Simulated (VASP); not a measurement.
Set up this calculation in VASP 6.6.1, as the native input.

```yaml
Task: single point
Functional: LDA
Potentials_or_basis: VASP PAW LDA potentials, release 64 (Br)
Cutoff: 500 eV
k_mesh: 3 × 3 × 3
Occupations: methfessel-paxton, width 0.05 eV
Spin: no spin polarisation
Dipole_correction: no
Further_INCAR_settings: ALGO = Normal; EDIFF = 1e-06; NBANDS = 18
```

The structure of Br lies in POSCAR:

```
Br
1.0
    4.5976403800      0.0000000000      0.0000000000
    0.0000000000      4.5976403800      0.0000000000
    0.0000000000      0.0000000000      4.5976403800
Br
3
Direct
    0.4999096152     -0.0026800952      0.0011959737
    0.0020882622      0.5007651619     -0.0009916060
   -0.0019978774      0.0019149333      0.4997956324
```

One way to write it, as run:

INCAR

```
SYSTEM = Br
ALGO = Normal
EDIFF = 1E-6
ENCUT = 500
GGA = CA
GGA_COMPAT = .FALSE.
ISIF = 2
ISMEAR = 1
LASPH = .TRUE.
LCHARG = .FALSE.
LREAL = .FALSE.
LWAVE = .FALSE.
NBANDS = 18
NELM = 120
PREC = Accurate
SIGMA = 0.05
```

KPOINTS

```
k-points
0
G
  3 3 3
  0 0 0
```

Potentials or basis: VASP PAW LDA potentials, release 64 (Br).

Command:

```console
$ cat potpaw_LDA.64/Br/POTCAR > POTCAR
$ mpirun -np 1 vasp_std > vasp.out
```

It gave:

The pressure is -4.7 GPa, the largest force is 0.026 eV/Å and the band gap on the k mesh is zero (an odd number of electrons rules out a gap without spin polarisation).

Caveat: the k points lie up to 0.46 Å⁻¹ apart, too coarse for converged energies and pressures of a metal; an odd number of electrons without spin polarisation forces a metal; a magnetic or distorted state may lie lower.

Wall time 23 s on 1 thread of Intel Xeon 8259CL, on a shared host, peak memory 0.16 GiB.
